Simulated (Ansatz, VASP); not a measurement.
Si2Ge in VASP and in Ansatz

```
Si Ge
1.0
     0.00000    3.03162    3.03162
     3.03162    0.00000    3.03162
     3.03162    3.03162    0.00000
Si Ge
2 1
Direct
  0.25000 0.25000 0.25000
  0.75000 0.75000 0.75000
  0.00000 0.00000 0.00000
```

Alike in both runs: functional r2SCAN; k mesh 14 × 14 × 14; occupations gaussian, width 0.1 eV; no spin polarisation.

Ansatz relaxed the structure, and its values are those at the end. VASP's run is a single point on that final structure, the one shown.

|  | VASP | Ansatz |
| --- | --- | --- |
| version | VASP 6.6.1 | Ansatz 0.2.0 |
| potentials or method | VASP PAW PBE potentials, release 64 (Si, Ge_d), cutoff 520 eV | scalar-relativistic, plane waves, PAW |
| valence electrons in the cell | 22 | 22 |

|  | VASP | Ansatz | Ansatz less VASP |
| --- | --- | --- | --- |
| gap on the k mesh at the Fermi level (eV) | none | none | - |
| pressure (GPa) | -0.1 | 0.0 | +0.05 |

VASP's potentials were made for PBE, not for r2SCAN. A gap of «none» marks a metal or a gap that the smearing closes.
